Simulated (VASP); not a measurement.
# SiC (Imm2) in VASP: a series of runs

SiC is run at these levels: PBE; tasks: single point.

All numbers are computed with VASP 6.6.1; they aren't measurements. Logs are shortened: lines on timing, memory, paths and dates and some standing lists are left out, and cuts for length are marked.

### 1 The cell of the first run

Symmetry: Imm2, No. 44, orthorhombic system. The conventional cell has a = 3.089 Å, b = 3.128 Å, c = 4.369 Å, α = 90.00°, β = 90.00°, γ = 90.00°. Si (site symmetry mm2) has 4 C at 1.89 to 1.90 Å within 2.5 Å. Within 2.5 Å of C (site symmetry mm2) lie 4 Si at 1.89 to 1.90 Å.

### 2 Single point, PBE (strained cell)

File INCAR:

```
SYSTEM = SiC
PREC = Accurate ; ENCUT = 600
EDIFF = 1E-6 ; ISMEAR = 0
SIGMA = 0.02 ; LREAL = .False.
LASPH = .True. ; NELM = 120
ALGO = Normal ; ISIF = 2
LWAVE = .False. ; LCHARG = .False.
GGA = PE ; NBANDS = 11
GGA_COMPAT = .False.
```

File KPOINTS:

```
regular mesh
0
Gamma
  10 10 10
  0 0 0
```

File POSCAR:

```
SiC
1.0
    0.0136866168      2.1980706617      2.1843840449
    2.1980706617      0.0136866168      2.1843840449
    2.2117572785      2.2117572785      0.0000000000
Si C
1 1
Direct
    0.0005690530      0.0005690530     -0.0005690530
    0.2494309470      0.2494309470      0.2505690530
```

Potentials or basis: VASP PAW PBE potentials, release 64 (Si, C).

Started as:

```sh
$ cat potpaw_PBE.64/Si/POTCAR potpaw_PBE.64/C/POTCAR > POTCAR
$ mpirun -np 1 vasp_std > vasp.out
```

OUTCAR:

```text
SYSTEM = SiC
   PREC = Accurate
   ENCUT = 600
   EDIFF = 1E-6
   ISMEAR = 0
   LREAL = .False.
   LASPH = .True.
   NELM = 120
   ISIF = 2
   GGA = PE

 ion  position               nearest neighbor table
   1  0.001  0.001  0.999-   2 1.89   2 1.89   2 1.90   2 1.90
   2  0.249  0.249  0.251-   1 1.89   1 1.89   1 1.90   1 1.90

  LATTYP: Found a body centered orthorhombic cell.
 ALAT       =     3.0891855417
 B/A-ratio  =     1.0125313283
 C/A-ratio  =     1.4142135624

  Lattice vectors:

 A1 = (   2.1980706617,   0.0136866168,  -2.1843840449)
 A2 = (  -2.1980706617,  -0.0136866168,  -2.1843840449)
 A3 = (   0.0136866168,   2.1980706617,   2.1843840449)

Analysis of symmetry for initial positions (statically):
=====================================================================
 Subroutine PRICEL returns:
 Original cell was already a primitive cell.

 Routine SETGRP: Setting up the symmetry group for a
 body centered orthorhombic supercell.

 Subroutine GETGRP returns: Found  4 space group operations
 (whereof  4 operations were pure point group operations)
 out of a pool of  8 trial point group operations.

The static configuration has the point symmetry C_2v.

Analysis of symmetry for dynamics (positions and initial velocities):
=====================================================================
 Subroutine PRICEL returns:
 Original cell was already a primitive cell.

 Routine SETGRP: Setting up the symmetry group for a
 body centered orthorhombic supercell.

 Subroutine GETGRP returns: Found  4 space group operations
 (whereof  4 operations were pure point group operations)
 out of a pool of  8 trial point group operations.

The dynamic configuration has the point symmetry C_2v.

 Subroutine INISYM returns: Found  4 space group operations
 (whereof  4 operations are pure point group operations),
 and found     1 'primitive' translations

----------------------------------------------------------------------------------------

                                     Primitive cell

  volume of cell :      21.1069

  direct lattice vectors                    reciprocal lattice vectors
     0.013686617  2.198070662  2.184384045    -0.228897479  0.228897479  0.228897479
     2.198070662  0.013686617  2.184384045     0.228897479 -0.228897479  0.228897479
     2.211757278  2.211757278  0.000000000     0.226064589  0.226064589 -0.228897479

  length of vectors
     3.098908778  3.098908778  3.127897140     0.396462063  0.396462063  0.393197727

  position of ions in fractional coordinates (direct lattice)
     0.000569053  0.000569053  0.999430947
     0.249430947  0.249430947  0.250569053

  ion indices of the primitive-cell ions
   primitive index   ion index
                 1           1
                 2           2

----------------------------------------------------------------------------------------

 KPOINTS: regular mesh

Automatic generation of k-mesh.
 Grid dimensions read from file:
 generate k-points for:   10   10   10

 Generating k-lattice:

  Cartesian coordinates                     Fractional coordinates (reciprocal lattice)
    -0.022889748  0.022889748  0.022889748     0.100000000  0.000000000  0.000000000
     0.022889748 -0.022889748  0.022889748     0.000000000  0.100000000  0.000000000
     0.022606459  0.022606459 -0.022889748     0.000000000  0.000000000  0.100000000

  Length of vectors
     0.039646206  0.039646206  0.039319773

  Shift w.r.t. Gamma in fractional coordinates (k-lattice)
     0.000000000  0.000000000  0.000000000

 Subroutine IBZKPT returns following result:
 ===========================================

 Found    171 irreducible k-points:

 Following reciprocal coordinates:
            Coordinates               Weight
  0.000000  0.000000  0.000000      1.000000
  0.100000 -0.000000  0.000000      4.000000
  0.200000 -0.000000  0.000000      4.000000
  0.300000  0.000000  0.000000      4.000000
  0.400000 -0.000000  0.000000      4.000000
  0.500000 -0.000000  0.000000      2.000000
[... 16 lines left out ...]
  0.300000  0.300000  0.000000      2.000000
  0.400000  0.300000  0.000000      4.000000
 [... further k-points ...]
   k-points           NKPTS =    171   k-points in BZ     NKDIM =    171   number of bands    NBANDS=     11
   number of dos      NEDOS =    301   number of ions     NIONS =      2
   total plane-waves  NPLWV =  21952
   dimension x,y,z NGX =    28 NGY =   28 NGZ =   28
   dimension x,y,z NGXF=    56 NGYF=   56 NGZF=   56
   ions per type =               1   1
   NGX,Y,Z   is equivalent  to a cutoff of  15.02, 15.02, 14.88 a.u.
   NGXF,Y,Z  is equivalent  to a cutoff of  30.04, 30.04, 29.76 a.u.
 SYSTEM =  SiC
   PREC   = accura    normal or accurate (medium, high low for compatibility)
   ISTART =      0    job   : 0-new  1-cont  2-samecut
   ICHARG =      2    charge: 1-file 2-atom 10-const
   ISPIN  =      1    spin polarized calculation?
   LNONCOLLINEAR =      F non collinear calculations
   LSORBIT =      F    spin-orbit coupling
   LASPH  =      T    aspherical Exc in radial PAW
   ENCUT  =  600.0 eV  44.10 Ry    6.64 a.u.   6.19  6.19  6.25*2*pi/ulx,y,z
   NELM   =    120;   NELMIN=  2; NELMDL= -5     # of ELM steps
   EDIFF  = 0.1E-05   stopping-criterion for ELM
   LREAL  =      F    real-space projection
   EDIFFG = 0.1E-04   stopping-criterion for IOM
   NSW    =      0    number of steps for IOM
   IBRION =     -1    ionic relax: 0-MD 1-quasi-New 2-CG
   NFREE  =      0    steps in history (QN), initial steepest desc. (CG)
   ISIF   =      2    stress and relaxation
   ISYM   =      2    0-nonsym 1-usesym 2-fastsym
   POTIM  = 0.5000    time-step for ionic-motion
   TEBEG  =    0.0;   TEEND  =   0.0 temperature during run
   PSTRESS=    0.0 pullay stress
   NELECT =       8.0000    total number of electrons
   NUPDOWN=      -1.0000    fix difference up-down
   EMIN   =  10.00;   EMAX   =-10.00  energy-range for DOS
   EFERMI =   0.00;   METHOD = LEGACY
   ISMEAR =     0;   SIGMA  =   0.02  broadening in eV -4-tet -1-fermi 0-gaus
   EFERMI_NEDOS =   21; number of points for ismear=-14 and -15
   IALGO  =     38    algorithm
   IMIX   =      4    mixing-type and parameters
     AMIX     =   0.40;   BMIX     =  1.00
     AMIX_MAG =   1.60;   BMIX_MAG =  1.00
  volume/ion in A,a.u.               =      10.55        71.22
  Fermi-wavevector in a.u.,A,eV,Ry     =   1.184758  2.238868 19.097841  1.403652
  Thomas-Fermi vector in A             =   2.320966
   LORBIT       =      0    0 simple, 1 ext, 2 COOP (PROOUT), +10 PAW based schemes
   GGA     = PE    functional components
   LHFCALC =     F    Hartree Fock is set to
   AEXX    =    0.0000 exact exchange contribution
   IVDW    =     0    specifies the selected vdW correction
   LEPSILON=     F    determine dielectric tensor
   LRPA    =     F    only Hartree local field effects (RPA)
 non-spin polarized calculation
 Gauss-broadening in eV      SIGMA  =   0.02
  energy-cutoff  :      600.00
  volume of cell :       21.11
 maximum number of plane-waves:       725
 NGX is ok and might be reduce to    28
   NGX = 13   NGY = 13   NGZ = 13

 number of electron       8.0000000 magnetization

 Free energy of the ion-electron system (eV)
  ---------------------------------------------------
  ext. energy  EPLUGINS =         0.00000000
  ---------------------------------------------------
  free energy    TOTEN  =       -15.05897819 eV

  energy without entropy =      -15.05897819  energy(sigma->0) =      -15.05897819

 E-fermi :   8.0894     XC(G=0): -11.2698

 val. band max:        7.9287069578   @ k =   0.0000   0.0000   0.0000
 cond. band min:       9.2159468014   @ k =   0.5000   0.5000   0.0000
 fundamental gap:      1.2872398436
 Fermi energy:         8.0893562596

 k-point     1 :       0.0000    0.0000    0.0000
  band No.  band energies     occupation
      1      -7.3632      2.00000
      2       7.8156      2.00000
      3       7.9118      2.00000
      4       7.9287      2.00000
      5      13.8543      0.00000
      6      14.9341      0.00000
      7      15.0779      0.00000
      8      15.1923      0.00000
      9      22.1865      0.00000
     10      22.3670      0.00000
     11      24.0600      0.00000

 k-point     2 :       0.1000   -0.0000    0.0000
  band No.  band energies     occupation
      1      -7.1690      2.00000
      2       6.9278      2.00000
      3       7.6783      2.00000
      4       7.7818      2.00000
      5      14.0836      0.00000
      6      15.1810      0.00000
      7      15.3414      0.00000
      8      15.4481      0.00000
      9      21.2293      0.00000
     10      21.4227      0.00000
     11      23.9774      0.00000

 k-point     3 :       0.2000   -0.0000    0.0000
  band No.  band energies     occupation
      1      -6.5954      2.00000
      2       4.8332      2.00000
      3       7.3647      2.00000
      4       7.4709      2.00000
      5      13.8258      0.00000
      6      15.5500      0.00000
      7      15.7096      0.00000
      8      16.5662      0.00000
      9      20.5583      0.00000
     10      20.7571      0.00000
     11      23.0973      0.00000

 k-point     4 :       0.3000    0.0000    0.0000
  band No.  band energies     occupation
      1      -5.6782      2.00000
      2       2.5437      2.00000
      3       7.0433      2.00000
      4       7.1516      2.00000
      5      13.4146      0.00000
      6      15.4235      0.00000
      7      15.5987      0.00000
      8      17.5099      0.00000
      9      21.3683      0.00000
     10      21.5565      0.00000
     11      22.8124      0.00000

 k-point     5 :       0.4000   -0.0000    0.0000
  band No.  band energies     occupation
      1      -4.5452      2.00000
      2       0.5091      2.00000
      3       6.8217      2.00000
      4       6.9309      2.00000
      5      13.1363      0.00000
      6      15.0519      0.00000
      7      15.2404      0.00000
      8      17.7985      0.00000
      9      23.2834      0.00000
     10      23.3674      0.00000
     11      23.4838      0.00000
[... 211 lines left out ...]
 k-point    21 :      -0.3000    0.2000    0.0000
  band No.  band energies     occupation
      1      -4.3182      2.00000
      2       1.5599      2.00000
      3       4.1699      2.00000
      4       6.6224      2.00000
      5      13.2639      0.00000
      6      15.8967      0.00000
      7      16.4170      0.00000
      8      18.0037      0.00000
      9      20.3818      0.00000
     10      23.2305      0.00000
     11      26.8669      0.00000

 k-point    22 :      -0.2000    0.2000    0.0000
  band No.  band energies     occupation
      1      -5.3689      2.00000
      2       3.1476      2.00000
      3       4.7701      2.00000
      4       7.1532      2.00000
      5      14.2307      0.00000
      6      15.5932      0.00000
      7      16.0294      0.00000
      8      16.9334      0.00000
      9      19.1836      0.00000
     10      23.1875      0.00000
     11      26.9987      0.00000

 k-point    23 :       0.3000    0.3000    0.0000
  band No.  band energies     occupation
      1      -5.1109      2.00000
      2       3.5718      2.00000
      3       5.4181      2.00000
      4       5.6143      2.00000
      5      11.0031      0.00000
      6      13.3848      0.00000
      7      19.1887      0.00000
      8      19.2448      0.00000
      9      20.1363      0.00000
     10      24.7594      0.00000
     11      29.3413      0.00000

 k-point    24 :       0.4000    0.3000    0.0000
  band No.  band energies     occupation
      1      -4.2512      2.00000
      2       2.3772      2.00000
      3       4.8237      2.00000
      4       5.1537      2.00000
      5      10.6744      0.00000
      6      13.4246      0.00000
      7      19.3169      0.00000
      8      19.5910      0.00000
      9      21.4577      0.00000
     10      25.7316      0.00000
     11      28.8827      0.00000

 [... further k-points ...]

------------------------ aborting loop because EDIFF is reached ----------------------------------------

  FORCE on cell =-STRESS in cart. coord.  units (eV):
  Direction    XX          YY          ZZ          XY          YZ          ZX
  --------------------------------------------------------------------------------------
  -------------------------------------------------------------------------------------
  Total       -0.2267425     -0.2267425     -0.0230196     -0.3885656      0.0000000      0.0000000
  in kB      -17.2114755    -17.2114755     -1.7473628    -29.4950760      0.0000000      0.0000000
  external PRESSURE =     -12.0567713 kB  Pullay stress =       0.0000000 kB

 VOLUME and BASIS-vectors are now :
 -----------------------------------------------------------------------------
  energy-cutoff  :      600.00
  volume of cell :       21.11
      direct lattice vectors                 reciprocal lattice vectors
     0.013686617  2.198070662  2.184384045    -0.228897479  0.228897479  0.228897479
     2.198070662  0.013686617  2.184384045     0.228897479 -0.228897479  0.228897479
     2.211757278  2.211757278  0.000000000     0.226064589  0.226064589 -0.228897479

 POSITION                                       TOTAL-FORCE (eV/Angst)
 -----------------------------------------------------------------------------------
      2.21176      2.21176      0.00249        -0.000000     -0.000000     -0.000143
      1.10588      1.10588      1.08971         0.000000      0.000000      0.000143
 -----------------------------------------------------------------------------------
    total drift:                               -0.000000     -0.000000     -0.000059

  FREE ENERGIE OF THE ION-ELECTRON SYSTEM (eV)
  ---------------------------------------------------
  free  energy   TOTEN  =       -15.0589781939 eV

  energy  without entropy=      -15.0589781939  energy(sigma->0) =      -15.05897819
```

It took 46 s on 1 thread of Intel Xeon 8259CL, shared host; peak memory 0.18 GiB.

Results:

```yaml
Free_energy: -15.0590 eV
Pressure: -1.2 GPa
Band_gap_on_the_k_mesh: 1.29 eV (least direct gap 4.41 eV)
```

Stress tensor (GPa, compression positive):
```
-1.72 -2.95  0.00
-2.95 -1.72  0.00
 0.00  0.00 -0.17
```

Caveat: the cell differs from its parent crystal (strained cell). A k mesh can miss the band edges.

### 3 Single point, PBE (strained cell)

File INCAR:

```
  PREC = Accurate
  ENCUT = 600
  EDIFF = 1E-6
  ISMEAR = 0
  SIGMA = 0.02
  LREAL = False
  LASPH = True
  NELM = 120
  ALGO = Normal
  ISIF = 2
  LWAVE = False
  LCHARG = False
  GGA = PE
  NBANDS = 11
  GGA_COMPAT = False
```

File KPOINTS:

```
Automatic mesh
0
Gamma
  10 10 10
```

File POSCAR:

```
SiC
1.0
    0.0105508730      2.2012064055      2.1792155362
    2.2012064055      0.0105508730      2.1792155362
    2.2117572785      2.2117572785      0.0000000000
Si C
1 1
Direct
    0.0004388284      0.0004388284     -0.0004388284
    0.2495611716      0.2495611716      0.2504388284
```

Potentials or basis: VASP PAW PBE potentials, release 64 (Si, C).

Started as:

```sh
$ cat potpaw_PBE.64/Si/POTCAR potpaw_PBE.64/C/POTCAR > POTCAR
$ mpirun -np 1 vasp_std > vasp.out
```

Run time: 47 s. Hardware: 1 thread of Intel Xeon 8259CL, shared host; peak memory 0.18 GiB.

Results (log left out):

```
Free energy            : -15.0592 eV
Pressure               : -1.3 GPa
Band gap on the k mesh : 1.27 eV (least direct gap 4.45 eV)
```

Stress tensor (GPa, compression positive):
```
-2.15 -2.26  0.00
-2.26 -2.15  0.00
 0.00  0.00  0.35
```

Levels at points of the mesh, in eV from the valence-band top:
| k point | band 1 | band 2 | band 3 | band 4 | band 5 | band 6 | band 7 | band 8 | band 9 |
| --- | --- | --- | --- | --- | --- | --- | --- | --- | --- |
| (0.00, 0.00, 0.00) | -15.29 | -0.11 | -0.02 | 0.00 | 5.93 | 7.04 | 7.13 | 7.23 | 14.20 |
| (0.50, 0.00, 0.00) | -11.76 | -8.45 | -1.19 | -1.05 | 5.12 | 6.95 | 7.18 | 9.88 | 15.92 |
| (0.50, 0.50, 0.00) | -10.32 | -7.69 | -3.34 | -3.18 | 1.27 | 4.10 | 13.71 | 13.74 | 14.57 |
| (0.00, 0.00, 0.50) | -11.83 | -8.48 | -1.10 | -1.02 | 5.27 | 7.11 | 7.18 | 9.92 | 15.86 |
| (0.50, 0.00, 0.50) | -10.39 | -7.82 | -3.16 | -3.15 | 1.36 | 4.27 | 13.59 | 13.92 | 14.43 |

Caveat: the cell differs from its parent crystal (strained cell).

### 4 Single point, PBE (strained cell)

File INCAR:

```
SYSTEM = SiC
PREC = Accurate
ENCUT = 600
EDIFF = 1E-6
ISMEAR = 0
SIGMA = 0.02
LREAL = .FALSE.
LASPH = .TRUE.
NELM = 120
ALGO = Normal
ISIF = 2
LWAVE = .FALSE.
LCHARG = .FALSE.
GGA = PE
NBANDS = 11
GGA_COMPAT = .FALSE.
```

File KPOINTS:

```
Automatic mesh
0
G
  10 10 10
  0 0 0
```

File POSCAR:

```
SiC
1.0
    0.0100465858      2.2017106928      2.1845525596
    2.2017106928      0.0100465858      2.1845525596
    2.2117572785      2.2117572785     -0.0000000001
Si C
1 1
Direct
    0.0004099706      0.0004099706     -0.0004099706
    0.2495900294      0.2495900294      0.2504099706
```

Started as:

```sh
$ cat potpaw_PBE.64/Si/POTCAR potpaw_PBE.64/C/POTCAR > POTCAR
$ mpirun -np 1 vasp_std > vasp.out
```

Run time: 47 s. Hardware: 1 thread of Intel Xeon 8259CL, shared host; peak memory 0.19 GiB.

The run converged. Its results:

* Free energy: -15.0592 eV
* Pressure: -1.9 GPa
* Band gap on the k mesh: 1.29 eV (least direct gap 4.44 eV)

Stress tensor (GPa, compression positive):
```
-2.57 -2.15  0.00
-2.15 -2.57  0.00
 0.00  0.00 -0.61
```

Levels at points of the mesh, in eV from the valence-band top:
| k point | band 2 | band 3 | band 4 | band 5 | band 6 | band 7 |
| --- | --- | --- | --- | --- | --- | --- |
| (0.00, 0.00, 0.00) | -0.09 | -0.01 | 0.00 | 5.91 | 7.03 | 7.12 |
| (0.50, 0.00, 0.00) | -8.43 | -1.17 | -1.05 | 5.12 | 6.97 | 7.16 |
| (0.50, 0.50, 0.00) | -7.69 | -3.31 | -3.15 | 1.29 | 4.12 | 13.70 |
| (0.00, 0.00, 0.50) | -8.46 | -1.08 | -1.02 | 5.25 | 7.12 | 7.16 |
| (0.50, 0.00, 0.50) | -7.79 | -3.15 | -3.14 | 1.37 | 4.25 | 13.60 |

Caveat: the cell differs from its parent crystal (strained cell).

### 5 Overview

```csv
cell,gap on the mesh (eV),pressure (GPa)
"a = 3.099, b = 3.099, c = 3.128 Å, angles 59.7, 59.7, 59.8°, 2 atoms, atomic positions A",1.29,-1.2
"a = 3.097, b = 3.097, c = 3.128 Å, angles 59.7, 59.7, 60.0°, 2 atoms, atomic positions B",1.27,-1.3
"a = 3.102, b = 3.102, c = 3.128 Å, angles 59.7, 59.7, 60.0°, 2 atoms, atomic positions B",1.29,-1.9
```

Alike in all rows: task single point; level PBE; potentials or basis VASP PAW PBE potentials, release 64 (Si, C); no spin polarisation; k mesh 10 × 10 × 10; cutoff (eV) 600; smearing gaussian 0.02 eV.

Total energies depend on the potentials used, so only differences within one code and one set of settings carry meaning.
